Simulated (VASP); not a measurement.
Here is a VASP 6.6.1 calculation.

INCAR

```
ALGO = Normal ; EDIFF = 1E-6
ENCUT = 520 ; GGA = PE
ISIF = 2 ; ISMEAR = 0
LASPH = True ; LCHARG = True
LELF = True ; LREAL = False
LVHAR = True ; LWAVE = False
NBANDS = 20 ; NELM = 100
PREC = Accurate ; SIGMA = 0.1
```

File KPOINTS:

```
k-points
0
Gamma
  12 12 16
```

Contents of POSCAR:

```
ZrF2
1.0
    4.2300521583      0.0000000000      0.0000000000
    0.0000000000      4.2300521583      0.0000000000
    0.0000000000      0.0000000000      3.0730631082
Zr F
1 2
Direct
    0.5000000000      0.5000000000      0.0000000000
    0.0000000000      0.5000000000      0.0000000000
    0.5000000000      0.0000000000      0.0000000000
```

Potentials or basis: VASP PAW PBE potentials, release 64 (Zr_sv, F).

Run with:

```sh
$ cat potpaw_PBE.64/Zr_sv/POTCAR potpaw_PBE.64/F/POTCAR > POTCAR
$ mpirun -np 1 vasp_std > vasp.out
```

(1) Predict the pressure.

(2) Estimate the band gap on the k mesh.

## Answers

(1) 0.0 GPa.

(2) zero (band 13 reaches 5.82 eV, above the bottom of band 14 at 4.01 eV).
